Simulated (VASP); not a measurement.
Runs of VASP 6.6.1 on As. The structure is that of space group P-3m1 (No. 164), or close to it. The cells are those of the table. 

```csv
level,potentials or basis,cell,smearing,second run,gap on the mesh (eV),largest force (eV/Å)
PBE,"VASP PAW PBE potentials, release 64 (As_d)","a = 3.503, b = 3.503, c = 26.416 Å, angles 90.0, 90.0, 120.0°, 2 atoms",fermi-dirac 0.02 eV,valence_matched,1.47,(c)
PBE,"VASP PAW PBE potentials, release 64 (As)","a = 3.593, b = 3.579, c = 26.416 Å, angles 90.0, 90.0, 120.1°, 2 atoms",fermi-dirac 0.02 eV,-,(a),0.49
PBE,"VASP PAW PBE potentials, release 64 (As_d)","a = 3.575, b = 3.575, c = 26.416 Å, angles 90.0, 90.0, 120.0°, 2 atoms",fermi-dirac 0.02 eV,valence_matched,1.68,0.42
PBE,"VASP PAW PBE potentials, release 64 (As)","a = 3.664, b = 3.664, c = 26.416 Å, angles 90.0, 90.0, 120.0°, 2 atoms",fermi-dirac 0.02 eV,-,1.72,(d)
PBE,"VASP PAW PBE potentials, release 64 (As)","a = 3.503, b = 3.503, c = 26.416 Å, angles 90.0, 90.0, 120.0°, 2 atoms",fermi-dirac 0.02 eV,-,1.47,(b)
r2SCAN,"VASP PAW PBE potentials, release 64 (As)","a = 3.575, b = 3.575, c = 26.416 Å, angles 90.0, 90.0, 120.0°, 2 atoms",gaussian 0.01 eV,-,1.99,0.06
r2SCAN,"VASP PAW PBE potentials, release 64 (As)","a = 3.503, b = 3.503, c = 26.416 Å, angles 90.0, 90.0, 120.0°, 2 atoms",gaussian 0.01 eV,-,1.78,0.07
PBE,"VASP PAW PBE potentials, release 64 (As)","a = 3.575, b = 3.548, c = 26.416 Å, angles 90.0, 90.0, 120.2°, 2 atoms",fermi-dirac 0.02 eV,-,1.53,0.50
```

Alike in all rows: task single point; no spin polarisation; k mesh 12 × 12 × 1; cutoff (eV) 520.

Task: Fill in the values left out.

Result: (a) 1.66; (b) 0.55; (c) 0.47; (d) 0.43.

Caveats: the PAW data sets were made with another functional, which shifts forces and pressure a little (some runs).

A k mesh can miss the band edges, and the runs leave out spin-orbit coupling on As.

The runs don't all hold the same shells in valence.
